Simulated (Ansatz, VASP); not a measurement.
# Two plane-wave programs on V

The input INCAR:

```
PREC     = Accurate       # precision mode
ENCUT    = 520            # plane-wave cutoff, eV
EDIFF    = 1E-6           # SCF threshold, eV
ISMEAR   = -1             # smearing method
SIGMA    = 0.1            # smearing width, eV
LREAL    = False          # projectors in reciprocal space
LASPH    = True           # aspherical terms in the spheres
NELM     = 80             # most SCF steps
ALGO     = Normal         # electronic algorithm
ISIF     = 2              # what is computed and relaxed
LWAVE    = False          # write WAVECAR
LCHARG   = False          # write CHGCAR
GGA      = RP             # functional
NBANDS   = 34             # bands
```

The input KPOINTS:

```
regular mesh
0
Gamma
  15 15 4
```

The input POSCAR:

```
V
1.0
    2.6219325173      0.0000000000      0.0000000000
   -1.3109662586      2.2706601670      0.0000000000
    0.0000000000      0.0000000000      9.1671055759
V
4
Direct
    0.0000000000      0.0000000000      1.0000000000
    1.0000000000      0.0000000000      0.5000000000
    0.3333333333      0.6666666667      0.2500000000
    0.6666666667      0.3333333333      0.7500000000
```

Input for Ansatz:

```yaml
crystal:
  lattice:
    - [2.6219325173, 0.0, 0.0]
    - [-1.3109662586, 2.270660167, 0.0]
    - [0.0, 0.0, 9.1671055759]
  atoms:
    - { symbol: V, position: [0.0, 0.0, 1.0] }
    - { symbol: V, position: [1.0, 0.0, 0.5] }
    - { symbol: V, position: [0.3333333333, 0.6666666667, 0.25] }
    - { symbol: V, position: [0.6666666667, 0.3333333333, 0.75] }
hamiltonian:
  xc: rpbe
  pseudopotentials:
    kind: paw
    azcp:
      V: "pseudopotentials/V.paw.azcp"
basis:
  ecutwfc: 420
  fft_grid_basis: typed
kpoints:
  mp_grid: { grid: [15, 15, 4], shift: [0, 0, 0] }
magnetization:
  spin_polarized: false
scf:
  occupations: { method: fermi_dirac, width: 0.1 }
  lower_state_search: "off"
output:
  stress: true
  write_density: true
  write_potential: true
  elf: true
  volumetric_format: npy
```

Alike in both runs: task single point; functional RPBE; k mesh 15 × 15 × 4; occupations fermi-dirac, width 0.1 eV; no spin polarisation.

|  | VASP | Ansatz |
| --- | --- | --- |
| version | VASP 6.6.1 | Ansatz 0.2.0 |
| potentials or method | VASP PAW PBE potentials, release 64 (V_sv), cutoff 520 eV | plane waves (420 eV) with PAW, scalar-relativistic |
| valence electrons in the cell | 52 | 52 |

VASP gave:

* pressure (GPa): 7.5
* traceless stress, the component that is largest in VASP (GPa): 0.08

Problem. Which values does Ansatz return?

Solution. Pressure (GPa): 7.3; traceless stress, the component that is largest in VASP (GPa): 0.06.

VASP's potentials were made for PBE, not for RPBE.
